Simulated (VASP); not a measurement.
# Si2W (I4/mmm) in VASP: settings compared

Aim: see how the results for Si2W move with the level of theory and the settings. Levels: PBE, LDA, PBEsol+U. Tasks: single point, relaxation of cell and atoms.

All numbers are computed with VASP 6.6.1; they aren't measurements. Logs are shortened: lines on timing, memory, paths and dates and some standing lists are left out, and cuts for length are marked.

## Step 1: The cell of the first run

The structure is tetragonal, space group I4/mmm (No. 139). The conventional cell has a = 3.214 Å, b = 3.214 Å, c = 7.830 Å, α = 90.00°, β = 90.00°, γ = 90.00°. Within 3.4 Å of W (site symmetry 4/mmm) lie 10 Si at 2.62 Å and 4 W at 3.21 Å. Si (site symmetry 4mm) has 9 Si at 2.59 to 3.21 Å and 5 W at 2.62 Å within 3.4 Å.

## Step 2: Single point, PBE

INCAR

```
PREC = Accurate
ENCUT = 520
EDIFF = 1E-6
ISMEAR = 0
SIGMA = 0.011
LREAL = False
LASPH = True
NELM = 100
ALGO = Normal
ISIF = 2
LWAVE = False
LCHARG = True
GGA = PE
LELF = True
LVHAR = True
NBANDS = 18
```

KPOINTS

```
regular mesh
0
Gamma
  12 12 12
```

POSCAR

```
Si2W
1.0
   -1.6069000000      1.6069000000      3.9149500000
    1.6069000000     -1.6069000000      3.9149500000
    1.6069000000      1.6069000000     -3.9149500000
W Si
1 2
Direct
    0.0000000000      0.0000000000      0.0000000000
    0.6653000000      0.6653000000      0.0000000000
    0.3347000000      0.3347000000      0.0000000000
```

Potentials or basis: VASP PAW PBE potentials, release 64 (W_sv, Si).

The run is started by

```bash
cat potpaw_PBE.64/W_sv/POTCAR potpaw_PBE.64/Si/POTCAR > POTCAR
mpirun -np 1 vasp_std > vasp.out
```

OUTCAR:

```text
PREC = Accurate
   ENCUT = 520
   EDIFF = 1E-6
   ISMEAR = 0
   LREAL = False
   LASPH = True
   NELM = 100
   ISIF = 2
   GGA = PE

 ion  position               nearest neighbor table
   1  0.000  0.000  0.000-   2 2.62   2 2.62   2 2.62   3 2.62   2 2.62   3 2.62   3 2.62   3 2.62
                             2 2.62   3 2.62
   2  0.665  0.665  0.000-   3 2.59   1 2.62   1 2.62   1 2.62   1 2.62   1 2.62   3 2.63   3 2.63
                             3 2.63   3 2.63
   3  0.335  0.335  0.000-   2 2.59   1 2.62   1 2.62   1 2.62   1 2.62   1 2.62   2 2.63   2 2.63
                             2 2.63   2 2.63

  LATTYP: Found a body centered tetragonal cell.
 ALAT       =     3.2138000000
 C/A-ratio  =     2.4363370465

  Lattice vectors:

 A1 = (  -1.6069000000,   1.6069000000,   3.9149500000)
 A2 = (   1.6069000000,  -1.6069000000,   3.9149500000)
 A3 = (   1.6069000000,   1.6069000000,  -3.9149500000)

Analysis of symmetry for initial positions (statically):
=====================================================================
 Subroutine PRICEL returns:
 Original cell was already a primitive cell.

 Routine SETGRP: Setting up the symmetry group for a
 body centered tetragonal supercell.

 Subroutine GETGRP returns: Found 16 space group operations
 (whereof 16 operations were pure point group operations)
 out of a pool of 16 trial point group operations.

The static configuration has the point symmetry D_4h.

Analysis of symmetry for dynamics (positions and initial velocities):
=====================================================================
 Subroutine PRICEL returns:
 Original cell was already a primitive cell.

 Routine SETGRP: Setting up the symmetry group for a
 body centered tetragonal supercell.

 Subroutine GETGRP returns: Found 16 space group operations
 (whereof 16 operations were pure point group operations)
 out of a pool of 16 trial point group operations.

The dynamic configuration has the point symmetry D_4h.

 Subroutine INISYM returns: Found 16 space group operations
 (whereof 16 operations are pure point group operations),
 and found     1 'primitive' translations

----------------------------------------------------------------------------------------

                                     Primitive cell

  volume of cell :      40.4356

  direct lattice vectors                    reciprocal lattice vectors
    -1.606900000  1.606900000  3.914950000     0.000000000  0.311158131  0.127715552
     1.606900000 -1.606900000  3.914950000     0.311158131  0.000000000  0.127715552
     1.606900000  1.606900000 -3.914950000     0.311158131  0.311158131  0.000000000

  length of vectors
     4.526708376  4.526708376  4.526708376     0.336348992  0.336348992  0.440044048

  position of ions in fractional coordinates (direct lattice)
     0.000000000  0.000000000  0.000000000
     0.665300000  0.665300000  0.000000000
     0.334700000  0.334700000  0.000000000

  ion indices of the primitive-cell ions
   primitive index   ion index
                 1           1
                 2           2
                 3           3

----------------------------------------------------------------------------------------

 KPOINTS: regular mesh

Automatic generation of k-mesh.
 Grid dimensions read from file:
 generate k-points for:   12   12   12

 Generating k-lattice:

  Cartesian coordinates                     Fractional coordinates (reciprocal lattice)
     0.000000000  0.025929844  0.010642963     0.083333333  0.000000000  0.000000000
     0.025929844  0.000000000  0.010642963     0.000000000  0.083333333  0.000000000
     0.025929844  0.025929844  0.000000000     0.000000000  0.000000000  0.083333333

  Length of vectors
     0.028029083  0.028029083  0.036670337

  Shift w.r.t. Gamma in fractional coordinates (k-lattice)
     0.000000000  0.000000000  0.000000000

 Subroutine IBZKPT returns following result:
 ===========================================

 Found    163 irreducible k-points:

 Following reciprocal coordinates:
            Coordinates               Weight
  0.000000  0.000000  0.000000      1.000000
  0.083333  0.000000  0.000000      8.000000
  0.166667 -0.000000  0.000000      8.000000
  0.250000  0.000000  0.000000      8.000000
  0.333333  0.000000  0.000000      8.000000
  0.416667  0.000000  0.000000      8.000000
[... 16 lines left out ...]
  0.500000  0.166667 -0.000000     16.000000
 -0.416667  0.166667  0.000000     16.000000
 [... further k-points ...]
   k-points           NKPTS =    163   k-points in BZ     NKDIM =    163   number of bands    NBANDS=     18
   number of dos      NEDOS =    301   number of ions     NIONS =      3
   total plane-waves  NPLWV =  46656
   dimension x,y,z NGX =    36 NGY =   36 NGZ =   36
   dimension x,y,z NGXF=    72 NGYF=   72 NGZF=   72
   ions per type =               1   2
   NGX,Y,Z   is equivalent  to a cutoff of  13.22, 13.22, 13.22 a.u.
   NGXF,Y,Z  is equivalent  to a cutoff of  26.44, 26.44, 26.44 a.u.
 SYSTEM =  unknown system
   PREC   = accura    normal or accurate (medium, high low for compatibility)
   ISTART =      0    job   : 0-new  1-cont  2-samecut
   ICHARG =      2    charge: 1-file 2-atom 10-const
   ISPIN  =      1    spin polarized calculation?
   LNONCOLLINEAR =      F non collinear calculations
   LSORBIT =      F    spin-orbit coupling
   LASPH  =      T    aspherical Exc in radial PAW
   ENCUT  =  520.0 eV  38.22 Ry    6.18 a.u.   8.42  8.42  8.42*2*pi/ulx,y,z
   NELM   =    100;   NELMIN=  2; NELMDL= -5     # of ELM steps
   EDIFF  = 0.1E-05   stopping-criterion for ELM
   LREAL  =      F    real-space projection
   EDIFFG = 0.1E-04   stopping-criterion for IOM
   NSW    =      0    number of steps for IOM
   IBRION =     -1    ionic relax: 0-MD 1-quasi-New 2-CG
   NFREE  =      0    steps in history (QN), initial steepest desc. (CG)
   ISIF   =      2    stress and relaxation
   ISYM   =      2    0-nonsym 1-usesym 2-fastsym
   POTIM  = 0.5000    time-step for ionic-motion
   TEBEG  =    0.0;   TEEND  =   0.0 temperature during run
   PSTRESS=    0.0 pullay stress
   NELECT =      22.0000    total number of electrons
   NUPDOWN=      -1.0000    fix difference up-down
   EMIN   =  10.00;   EMAX   =-10.00  energy-range for DOS
   EFERMI =   0.00;   METHOD = LEGACY
   ISMEAR =     0;   SIGMA  =   0.01  broadening in eV -4-tet -1-fermi 0-gaus
   EFERMI_NEDOS =   21; number of points for ismear=-14 and -15
   IALGO  =     38    algorithm
   IMIX   =      4    mixing-type and parameters
     AMIX     =   0.40;   BMIX     =  1.00
     AMIX_MAG =   1.60;   BMIX_MAG =  1.00
  volume/ion in A,a.u.               =      13.48        90.96
  Fermi-wavevector in a.u.,A,eV,Ry     =   1.336476  2.525573 24.302284  1.786167
  Thomas-Fermi vector in A             =   2.465099
   LORBIT       =      0    0 simple, 1 ext, 2 COOP (PROOUT), +10 PAW based schemes
   GGA     = PE    functional components
   LHFCALC =     F    Hartree Fock is set to
   AEXX    =    0.0000 exact exchange contribution
   IVDW    =     0    specifies the selected vdW correction
   LEPSILON=     F    determine dielectric tensor
   LRPA    =     F    only Hartree local field effects (RPA)
 non-spin polarized calculation
 Gauss-broadening in eV      SIGMA  =   0.01
  energy-cutoff  :      520.00
  volume of cell :       40.44
 maximum number of plane-waves:      1118
 NGX is ok and might be reduce to    36
   NGX = 17   NGY = 17   NGZ = 17

 number of electron      21.9999999 magnetization

 Free energy of the ion-electron system (eV)
  ---------------------------------------------------
  ext. energy  EPLUGINS =         0.00000000
  ---------------------------------------------------
  free energy    TOTEN  =       -24.80830568 eV

  energy without entropy =      -24.80828230  energy(sigma->0) =      -24.80829399

 E-fermi :  11.9950     XC(G=0): -12.5286

 val. band max:       11.9898191502   @ k =  -0.4167  -0.4167   0.3333
 cond. band min:      12.0158242342   @ k =  -0.4167  -0.4167   0.4167
 fundamental gap:      0.0260050841
 Fermi energy:        11.9950197738

 k-point     1 :       0.0000    0.0000    0.0000
  band No.  band energies     occupation
      1     -61.8946      2.00000
      2     -26.1515      2.00000
      3     -26.1373      2.00000
      4     -26.1373      2.00000
      5      -2.1173      2.00000
      6       5.1044      2.00000
[... 10 lines left out ...]
     17      17.6588      0.00000
     18      17.6588      0.00000

 k-point     2 :       0.0833    0.0000    0.0000
  band No.  band energies     occupation
      1     -61.8941      2.00000
      2     -26.1522      2.00000
      3     -26.1504      2.00000
      4     -26.1360      2.00000
      5      -1.9846      2.00000
      6       5.1137      2.00000
[... 10 lines left out ...]
     17      17.6745      0.00000
     18      18.1294      0.00000

 k-point     3 :       0.1667   -0.0000    0.0000
  band No.  band energies     occupation
      1     -61.8927      2.00000
      2     -26.1923      2.00000
      3     -26.1474      2.00000
      4     -26.1323      2.00000
      5      -1.5931      2.00000
      6       5.0871      2.00000
[... 10 lines left out ...]
     17      17.9882      0.00000
     18      19.1943      0.00000

 k-point     4 :       0.2500    0.0000    0.0000
  band No.  band energies     occupation
      1     -61.8908      2.00000
      2     -26.2467      2.00000
      3     -26.1432      2.00000
      4     -26.1273      2.00000
      5      -0.9621      2.00000
      6       4.8176      2.00000
[... 375 lines left out ...]
      4     -26.1314      2.00000
      5       1.5193      2.00000
      6       3.0455      2.00000
[... 10 lines left out ...]
     17      19.2668      0.00000
     18      20.6387      0.00000

 k-point    23 :       0.5000    0.1667   -0.0000
  band No.  band energies     occupation
      1     -61.8852      2.00000
      2     -26.3463      2.00000
      3     -26.1694      2.00000
      4     -26.1293      2.00000
      5       1.9959      2.00000
      6       2.5754      2.00000
[... 10 lines left out ...]
     17      19.3505      0.00000
     18      20.6965      0.00000

 k-point    24 :      -0.4167    0.1667    0.0000
  band No.  band energies     occupation
      1     -61.8857      2.00000
      2     -26.3322      2.00000
      3     -26.1709      2.00000
      4     -26.1296      2.00000
      5       0.9653      2.00000
      6       3.6478      2.00000
[... 10 lines left out ...]
     17      19.0354      0.00000
     18      20.3217      0.00000

 [... further k-points ...]

------------------------ aborting loop because EDIFF is reached ----------------------------------------

  FORCE on cell =-STRESS in cart. coord.  units (eV):
  Direction    XX          YY          ZZ          XY          YZ          ZX
  --------------------------------------------------------------------------------------
  -------------------------------------------------------------------------------------
  Total        0.7982083      0.7982083      0.9370280      0.0000000     -0.0000000      0.0000000
  in kB       31.6273574     31.6273574     37.1278032      0.0000000     -0.0000000      0.0000000
  external PRESSURE =      33.4608393 kB  Pullay stress =       0.0000000 kB

 VOLUME and BASIS-vectors are now :
 -----------------------------------------------------------------------------
  energy-cutoff  :      520.00
  volume of cell :       40.44
      direct lattice vectors                 reciprocal lattice vectors
    -1.606900000  1.606900000  3.914950000     0.000000000  0.311158131  0.127715552
     1.606900000 -1.606900000  3.914950000     0.311158131  0.000000000  0.127715552
     1.606900000  1.606900000 -3.914950000     0.311158131  0.311158131  0.000000000

 POSITION                                       TOTAL-FORCE (eV/Angst)
 -----------------------------------------------------------------------------------
      0.00000      0.00000      0.00000        -0.000000     -0.000000      0.000000
      0.00000      0.00000      5.20923        -0.000000     -0.000000      0.084320
      0.00000      0.00000      2.62067         0.000000      0.000000     -0.084320
 -----------------------------------------------------------------------------------
    total drift:                               -0.000000     -0.000000      0.000000

  FREE ENERGIE OF THE ION-ELECTRON SYSTEM (eV)
  ---------------------------------------------------
  free  energy   TOTEN  =       -24.8083056803 eV

  energy  without entropy=      -24.8082823019  energy(sigma->0) =      -24.80829399
```

It took 2.4 min on 1 thread of Intel Xeon 6975P-C (Granite Rapids), shared host; peak memory 0.28 GiB.

Results:

* Free energy: -24.8083 eV
* Pressure: 3.3 GPa
* Largest force: 0.084 eV/Å
* Band gap on the k mesh: zero (bands 11 and 12 overlap by 1.30 eV)

Forces on the atoms (eV/Å):
```
W    0.000  0.000  0.000
Si   0.000  0.000  0.084
Si   0.000  0.000 -0.084
```

Caveat: the cell stands under pressure; spin-orbit coupling is left out, which moves the levels of the heavy elements.

## Step 3: Single point, LDA

INCAR

```
SYSTEM = Si2W
PREC     = Accurate       ! precision mode
ENCUT    = 520            ! plane-wave cutoff, eV
EDIFF    = 1E-6           ! SCF threshold, eV
ISMEAR   = -1             ! smearing method
SIGMA    = 0.05           ! smearing width, eV
LREAL    = .False.        ! projectors in reciprocal space
LASPH    = .True.         ! aspherical terms in the spheres
NELM     = 60             ! most SCF steps
ALGO     = Normal         ! electronic algorithm
ISIF     = 2              ! what is computed and relaxed
LWAVE    = .False.        ! write WAVECAR
LCHARG   = .False.        ! write CHGCAR
GGA      = CA             ! functional
NBANDS   = 18             ! bands
```

KPOINTS

```
Automatic mesh
0
Gamma
  12 12 12
  0 0 0
```

POSCAR is that of step 2.

Potentials or basis: VASP PAW LDA potentials, release 64 (W_sv, Si).

The run is started by

```bash
cat potpaw_LDA.64/W_sv/POTCAR potpaw_LDA.64/Si/POTCAR > POTCAR
mpirun -np 1 vasp_std > vasp.out
```

OUTCAR:

```text
SYSTEM = Si2W
   PREC = Accurate
   ENCUT = 520
   EDIFF = 1E-6
   ISMEAR = -1
   LREAL = .False.
   LASPH = .True.
   NELM = 60
   ISIF = 2
   GGA = CA

 ion  position               nearest neighbor table
   1  0.000  0.000  0.000-   2 2.62   2 2.62   2 2.62   3 2.62   2 2.62   3 2.62   3 2.62   3 2.62
                             2 2.62   3 2.62
   2  0.665  0.665  0.000-   3 2.59   1 2.62   1 2.62   1 2.62   1 2.62   1 2.62   3 2.63   3 2.63
                             3 2.63   3 2.63
   3  0.335  0.335  0.000-   2 2.59   1 2.62   1 2.62   1 2.62   1 2.62   1 2.62   2 2.63   2 2.63
                             2 2.63   2 2.63

  LATTYP: Found a body centered tetragonal cell.
[... 702 lines left out ...]
  --------------------------------------------------------------------------------------
  -------------------------------------------------------------------------------------
  Total       -1.2746494     -1.2746494     -1.2763843      0.0000000      0.0000000      0.0000000
  in kB      -50.5053532    -50.5053532    -50.5740952      0.0000000      0.0000000      0.0000000
  external PRESSURE =     -50.5282672 kB  Pullay stress =       0.0000000 kB

 VOLUME and BASIS-vectors are now :
 -----------------------------------------------------------------------------
  energy-cutoff  :      520.00
  volume of cell :       40.44
      direct lattice vectors                 reciprocal lattice vectors
    -1.606900000  1.606900000  3.914950000     0.000000000  0.311158131  0.127715552
     1.606900000 -1.606900000  3.914950000     0.311158131  0.000000000  0.127715552
     1.606900000  1.606900000 -3.914950000     0.311158131  0.311158131  0.000000000

 POSITION                                       TOTAL-FORCE (eV/Angst)
 -----------------------------------------------------------------------------------
      0.00000      0.00000      0.00000        -0.000000     -0.000000      0.000000
      0.00000      0.00000      5.20923        -0.000000     -0.000000     -0.038750
      0.00000      0.00000      2.62067         0.000000      0.000000      0.038750
 -----------------------------------------------------------------------------------
    total drift:                               -0.000000     -0.000000      0.000000

  FREE ENERGIE OF THE ION-ELECTRON SYSTEM (eV)
  ---------------------------------------------------
  free  energy   TOTEN  =       -27.3434438082 eV

  energy  without entropy=      -27.3414661926  energy(sigma->0) =      -27.34245500
```

OSZICAR:

```text
N       E                     dE             d eps       ncg     rms          rms(c)
DAV:   1     0.129378055410E+03    0.12938E+03   -0.10943E+04  5868   0.124E+03
DAV:   2    -0.235089072727E+02   -0.15289E+03   -0.14919E+03  6770   0.321E+02
DAV:   3    -0.281766051855E+02   -0.46677E+01   -0.46084E+01  7290   0.502E+01
DAV:   4    -0.282199670903E+02   -0.43362E-01   -0.43292E-01  6992   0.507E+00
DAV:   5    -0.282204281348E+02   -0.46104E-03   -0.46103E-03  7042   0.566E-01    0.255E+01
DAV:   6    -0.274663817614E+02    0.75405E+00   -0.32967E+00  6302   0.127E+01    0.878E+00
DAV:   7    -0.273703718201E+02    0.96010E-01   -0.24870E-01  6232   0.283E+00    0.459E+00
DAV:   8    -0.273441597092E+02    0.26212E-01   -0.50190E-02  6638   0.165E+00    0.298E-01
DAV:   9    -0.273436138104E+02    0.54590E-03   -0.10883E-03  6702   0.275E-01    0.180E-01
DAV:  10    -0.273434493587E+02    0.16445E-03   -0.26713E-04  7070   0.145E-01    0.392E-02
DAV:  11    -0.273434438591E+02    0.54995E-05   -0.35218E-05  6660   0.434E-02    0.197E-02
DAV:  12    -0.273434438082E+02    0.50926E-07   -0.17327E-06  4800   0.858E-03
   1 F= -.27343444E+02 E0= -.27342455E+02  d E =-.197762E-02
```

stdout:

```text
POSCAR found type information on POSCAR W Si
 POSCAR found :  2 types and       3 ions
 scaLAPACK will be used
 LDA part: xc-table for (Slater(with rela. corr.)+CA(PZ))
 , standard interpolation
 POSCAR, INCAR and KPOINTS ok, starting setup
 FFT: planning ... GRIDC
 FFT: planning ... GRID_SOFT
 FFT: planning ... GRID
 WAVECAR not read
 entering main loop
```

Run time: 2.4 min. Hardware: 1 thread of Intel Xeon 6975P-C (Granite Rapids), shared host; peak memory 0.25 GiB.

Results:

```
Free energy            : -27.3434 eV
Pressure               : -5.1 GPa
Largest force          : 0.039 eV/Å
Band gap on the k mesh : zero (bands 11 and 12 overlap by 1.29 eV)
```

Forces in eV/Å, atoms in the order of the input:
```
W    0.000  0.000  0.000
Si   0.000  0.000 -0.039
Si   0.000  0.000  0.039
```

Caveat: the cell stands under tension; spin-orbit coupling is left out, which moves the levels of the heavy elements.

## Step 4: Single point, PBE

This run uses another cell than the first one, of 13.67 Å³/atom.

INCAR

```
PREC = Accurate ; ENCUT = 520
EDIFF = 1E-6 ; ISMEAR = -1
SIGMA = 0.05 ; LREAL = F
LASPH = T ; NELM = 100
ALGO = Normal ; ISIF = 2
LWAVE = F ; LCHARG = F
GGA = PE ; NBANDS = 18
```

KPOINTS

```
regular mesh
0
Gamma
  12 12 12
```

POSCAR

```
Si2W
1.0
   -1.6143039206      1.6143039206      3.9344657541
    1.6143039206     -1.6143039206      3.9344657541
    1.6143039206      1.6143039206     -3.9344657541
W Si
1 2
Direct
    0.0000000000      0.0000000000      0.0000000000
    0.6655431122      0.6655431122      0.0000000000
    0.3344568878      0.3344568878      0.0000000000
```

Potentials or basis: VASP PAW PBE potentials, release 64 (W_sv, Si).

The run is started by

```bash
cat potpaw_PBE.64/W_sv/POTCAR potpaw_PBE.64/Si/POTCAR > POTCAR
mpirun -np 1 vasp_std > vasp.out
```

Wall time 2.6 min (1 thread of Intel Xeon 6975P-C (Granite Rapids), shared host); peak memory 0.28 GiB.

Results (log left out):

* Free energy: -24.8157 eV
* Pressure: 0.1 GPa
* Band gap on the k mesh: zero (bands 11 and 12 overlap by 1.28 eV)

Forces on the atoms (eV/Å):
```
W    0.000  0.000  0.000
Si   0.000  0.000  0.002
Si   0.000  0.000 -0.002
```

Stress tensor (GPa, compression positive):
```
0.09 0.00 0.00
0.00 0.09 0.00
0.00 0.00 0.01
```

Levels at points of the mesh, in eV from the Fermi level:
```tsv
k point	band 8	band 9	band 10	band 11	band 12	band 13	band 14	band 15
(0.00, 0.00, 0.00)	-3.26	-2.82	-2.82	0.59	2.64	2.96	3.03	3.03
(0.50, 0.00, 0.00)	-4.83	-2.76	-2.73	-0.43	2.64	2.74	3.89	4.29
(0.50, 0.50, 0.00)	-5.52	-4.98	-3.21	-1.76	2.71	2.90	3.05	3.83
(0.50, 0.50, 0.50)	-2.56	-0.86	-0.86	-0.50	-0.50	0.77	4.42	4.72
```

Caveat: spin-orbit coupling is left out, which moves the levels of the heavy elements.

(Continued in part 2 of 2.)
